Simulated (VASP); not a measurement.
Write the native input for VASP 6.6.1 that does the following.

```yaml
Task: relaxation of cell and atoms
Functional: PBE
Potentials_or_basis: VASP PAW PBE potentials, release 64 (K_sv, Al, O)
Cutoff: 600 eV
k_mesh: 6 × 6 × 4
Occupations: gaussian, width 0.1 eV
Spin: no spin polarisation
Dipole_correction: no
Further_INCAR_settings: ALGO = Normal; EDIFF = 1e-07; IBRION = 2; EDIFFG = -0.04; NSW = 90; ISIF = 3
```

The structure of K3AlO2 lies in POSCAR:

```
K3AlO2
1.0
    4.6836044004      0.0000000000      0.0000000000
   -2.3418022002      4.0561203920      0.0000000000
    0.0000000000      0.0000000000      6.7599424602
K Al O
3 1 2
Direct
    0.0000000000      0.0000000000      0.5000000000
    0.3333333333      0.6666666667      0.0000000000
    0.3333333333      0.6666666667      0.5000000000
    0.0000000000      0.0000000000      0.0000000000
    0.6666666667      0.3333333333      0.2520375817
    0.6666666667      0.3333333333      0.7479624183
```

The cell was generated, and may not be a known phase.

The input as run:

INCAR

```
PREC = Accurate ; ENCUT = 600
EDIFF = 1E-7 ; ISMEAR = 0
SIGMA = 0.1 ; LREAL = False
LASPH = True ; NELM = 120
ALGO = Normal ; ISIF = 3
LWAVE = False ; LCHARG = False
GGA = PE ; IBRION = 2
NSW = 90 ; EDIFFG = -0.04
GGA_COMPAT = False ; NELMIN = 4
```

KPOINTS

```
regular mesh
0
Gamma
  6 6 4
```

Potentials or basis: VASP PAW PBE potentials, release 64 (K_sv, Al, O).

Command:

```sh
$ cat potpaw_PBE.64/K_sv/POTCAR potpaw_PBE.64/Al/POTCAR potpaw_PBE.64/O/POTCAR > POTCAR
$ mpirun -np 1 vasp_std > vasp.out
```

Results of the run:

The relaxed volume is 21.45 Å³/atom. The relaxed cell is a = 4.693 Å, b = 4.693 Å, c = 6.749 Å, α = 90.00°, β = 90.00°, γ = 120.00° and the space group after relaxing (to 0.1 Å) is P-6m2 (No. 187). The energy gained by relaxing is 0.1 meV/atom, the ionic steps are 2 and the pressure after relaxing is 0.0 GPa. The largest force after relaxing is 0.018 eV/Å and the band gap on the k mesh is 0.28 eV (least direct gap 0.46 eV).

Caveat: semilocal functionals underestimate gaps, and a narrow one can read as zero.

Run time: 3.9 min on 1 thread of Intel Xeon 8259CL (shared host), peak memory 0.33 GiB.
